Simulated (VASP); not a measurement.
Input of a VASP 6.6.1 run:

Contents of INCAR:

```
SYSTEM = TaC
PREC = Accurate ; ENCUT = 520
EDIFF = 1E-8 ; ISMEAR = -1
SIGMA = 0.08 ; LREAL = .FALSE.
LASPH = .TRUE. ; NELM = 120
ALGO = Normal ; ISIF = 2
LWAVE = .FALSE. ; LCHARG = .FALSE.
GGA = PE ; LEFG = .TRUE.
NBANDS = 14 ; GGA_COMPAT = .FALSE.
```

KPOINTS

```
regular mesh
0
G
  13 13 13
  0 0 0
```

File POSCAR:

```
TaC
1.0
    0.0222700000      2.2381350000      2.2381350000
    2.2381350000      0.0222700000      2.2381350000
    2.2381350000      2.2381350000      0.0222700000
Ta C
1 1
Direct
    0.0000000000      0.0000000000      0.0000000000
    0.5000000000      0.5000000000      0.5000000000
```

Potentials or basis: VASP PAW PBE potentials, release 64 (Ta_pv, C).

The run is started by

```sh
$ cat potpaw_PBE.64/Ta_pv/POTCAR potpaw_PBE.64/C/POTCAR > POTCAR
$ mpirun -np 1 vasp_std > vasp.out
```

Q: What does it give for the pressure?

A: 5.6 GPa.

Electric field gradients, principal values (V/Å²):
```csv
atom,least,middle,greatest (by size)
1 Ta,-2.045,-2.045,4.089
2 C,-0.286,-0.286,0.571
```

Caveat: the cell differs from its parent crystal (equal xy, yz and zx shear strains of +1 %); without QUAD_EFG the Cq values of the log hold for a quadrupole moment of 1 mb, not for the nuclei.
